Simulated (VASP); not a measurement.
Rb2NaBiF6: single point with PBE

Rb2NaBiF6:

```
Bi Rb Na F
1.0
     6.87149   -0.36510   -0.65294
     0.69083    5.89458    0.80187
     0.53353    0.47767    5.11441
Bi Rb Na F
1 2 1 6
Direct
  0.09896 0.26772 0.32134
  0.39492 0.85224 0.16654
  0.79613 0.78819 0.69373
  0.26255 0.48985 0.76408
  0.60518 0.14540 0.33889
  0.95177 0.96630 0.12386
  0.80069 0.41161 0.13435
  0.20655 0.88203 0.61197
  0.58348 0.31158 0.76069
  0.15083 0.20282 0.80839
```

```json
{
  "Program": "VASP 6.6.1",
  "Task": "single point",
  "Functional": "PBE",
  "Potentials or basis": "VASP PAW PBE potentials, release 64 (Bi_d, Rb_sv, Na_pv, F)",
  "Cutoff": "520 eV",
  "k mesh": "2 × 3 × 3",
  "Occupations": "fermi-dirac, width 0.1 eV",
  "Spin": "no spin polarisation"
}
```

| Item | Value |
| --- | --- |
| Pressure | -1.1 GPa |
| Largest force | 4.182 eV/Å |
| Band gap on the k mesh | 0.25 eV (least direct gap 0.36 eV) |

Forces on the atoms (eV/Å):
```
Bi  -3.416 -2.370 -0.450
Rb   0.736  0.106 -0.707
Rb  -0.208  0.288  0.016
Na   2.310  1.849 -0.297
F   -1.633 -0.997  0.503
F    1.094  0.198  1.627
F    3.174  0.616  0.461
F   -0.253 -0.515 -0.741
F   -0.826  0.820  0.061
F   -0.977  0.005 -0.473
```

Stress tensor (GPa, compression positive):
```
-4.30  3.95 -5.02
 3.95 -0.51  0.74
-5.02  0.74  1.40
```

Levels at points of the mesh, in eV from the valence-band top:
```
           k point  band 39  band 40  band 41  band 42  band 43  band 44
(0.00, 0.00, 0.00)    -0.78    -0.45     0.00     0.62     1.12     2.79
(0.50, 0.00, 0.00)    -0.82    -0.41    -0.01     0.48     1.04     2.62
```

Run time: 88 s on 1 thread of Intel(R) Xeon(R) 6975P-C (Granite Rapids), on a shared host, peak memory 0.36 GiB.

Caveat: the k points lie up to 0.46 Å⁻¹ apart; spin-orbit coupling is left out, which moves the levels of the heavy elements.
